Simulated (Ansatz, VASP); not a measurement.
# MoS2 in VASP and in Ansatz

```
CELL_PARAMETERS angstrom
1.57943 0.91188 6.31216
-1.57943 0.91188 6.31216
0.00000 -1.82377 6.31216
ATOMIC_POSITIONS crystal
Mo 0.00010 0.00010 0.00010
S 0.25144 0.25144 0.25144
S 0.41546 0.41546 0.41546
```

Alike in both runs: functional PBEsol; k mesh 8 × 8 × 8; no spin polarisation.

Ansatz relaxed the structure, and its values are those at the end. VASP's run is a single point on that final structure, the one shown.

|  | VASP | Ansatz |
| --- | --- | --- |
| version | VASP 6.6.1 | Ansatz 0.2.0 |
| potentials or method | VASP PAW PBE potentials, release 64 (Mo_sv, S), cutoff 520 eV | all-electron LAPW, scalar-relativistic |
| occupations | gaussian, width 0.01 eV | fixed |

```tsv
	VASP	Ansatz	Ansatz less VASP
gap on the k mesh at the Fermi level (eV)	1.13	1.12	-0.012
pressure (GPa)	-1.0	-1.0	+0.03
```

VASP's potentials were made for PBE, not for PBEsol. Ansatz ran all-electron here, and VASP with PAW potentials.
